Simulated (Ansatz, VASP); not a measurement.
SrTiO3 in VASP and in Ansatz

```xyz
5
Lattice="3.8914 0.0000 0.0000 0.0000 3.8914 0.0000 0.0000 0.0000 3.8914" Properties=species:S:1:pos:R:3 pbc="T T T"
Sr    0.2225    0.0000    0.0000
Ti    1.6814    1.9457    1.9457
O    -0.1171    1.9457    1.9457
O     1.7904    0.0000    1.9457
O     1.7904    1.9457    0.0000
```

Change from the starting cell: mode 1 frozen in at -0.062 Å and mode 7 at -0.299 Å (largest displacements).

Alike in both runs: task single point; functional PBEsol; k mesh 8 × 8 × 8; occupations gaussian, width 0.05 eV; no spin polarisation.

|  | VASP | Ansatz |
| --- | --- | --- |
| version | VASP 6.6.1 | Ansatz 0.2.0 |
| potentials or method | VASP PAW PBE potentials, release 64 (Sr_sv, Ti_sv, O), cutoff 520 eV | scalar-relativistic, plane waves, PAW |
| valence electrons in the cell | 40 | 40 |

VASP gave:

| Quantity | Value |
| --- | --- |
| gap on the k mesh at the Fermi level (eV) | 1.83 |
| least direct gap on the mesh (eV) | 2.28 |
| pressure (GPa) | 6.7 |
| traceless stress, the component that is largest in VASP (GPa) | 1.10 |
| rms of the force components (eV/Å) | 0.702 |

What did Ansatz give for the same quantities?

gap on the k mesh at the Fermi level (eV): 1.86; least direct gap on the mesh (eV): 2.29; pressure (GPa): 5.9; traceless stress, the component that is largest in VASP (GPa): 1.05; rms of the force components (eV/Å): 0.669.

VASP's potentials were made for PBE, not for PBEsol, and Ansatz warns of the same on its side. Atom by atom the forces differ by 0.037 eV/Å (rms over components).
